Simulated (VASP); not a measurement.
Set up this calculation in VASP 6.6.1, as the native input.

* Task: electric field gradients
* Functional: PBE
* Potentials or basis: VASP PAW PBE potentials, release 64 (Zr_sv, B)
* Cutoff: 520 eV
* k mesh: 12 × 12 × 9
* Occupations: fermi-dirac, width 0.05 eV
* Spin: no spin polarisation
* Dipole correction: no
* Further INCAR settings: ALGO = Normal; EDIFF = 1e-08; NBANDS = 16

The structure of ZrB2 lies in POSCAR:

```
ZrB2
1.0
    3.1859607001      0.0000000000      0.0000000000
   -1.5929803501      2.7591229018      0.0000000000
    0.0000000000      0.0000000000      3.5433119376
Zr B
1 2
Direct
    0.0000000000      0.0000000000      0.0000000000
    0.3333333333      0.6666666667      0.5000000000
    0.6666666667      0.3333333333      0.5000000000
```

This cell differs from its parent crystal: volume scaled by 1.02.

The input as run:

INCAR

```
SYSTEM = ZrB2
ALGO = Normal
EDIFF = 1E-8
ENCUT = 520
GGA = PE
ISIF = 2
ISMEAR = -1
LASPH = .TRUE.
LCHARG = .FALSE.
LEFG = .TRUE.
LREAL = .FALSE.
LWAVE = .FALSE.
NBANDS = 16
NELM = 60
PREC = Accurate
SIGMA = 0.05
```

KPOINTS

```
k-points
0
G
  12 12 9
  0 0 0
```

Potentials or basis: VASP PAW PBE potentials, release 64 (Zr_sv, B).

The run is started by

```console
$ cat potpaw_PBE.64/Zr_sv/POTCAR potpaw_PBE.64/B/POTCAR > POTCAR
$ mpirun -np 1 vasp_std > vasp.out
```

It gave:

```
Pressure               : -2.2 GPa
Band gap on the k mesh : zero (band 9 reaches 11.12 eV, above the bottom of band 10 at 9.86 eV)
```

Caveat: without QUAD_EFG the Cq values of the log hold for a quadrupole moment of 1 mb, not for the nuclei.

It took 16 s on 1 thread of Intel(R) Xeon(R) 6975P-C (Granite Rapids), on a shared host, peak memory 0.17 GiB.
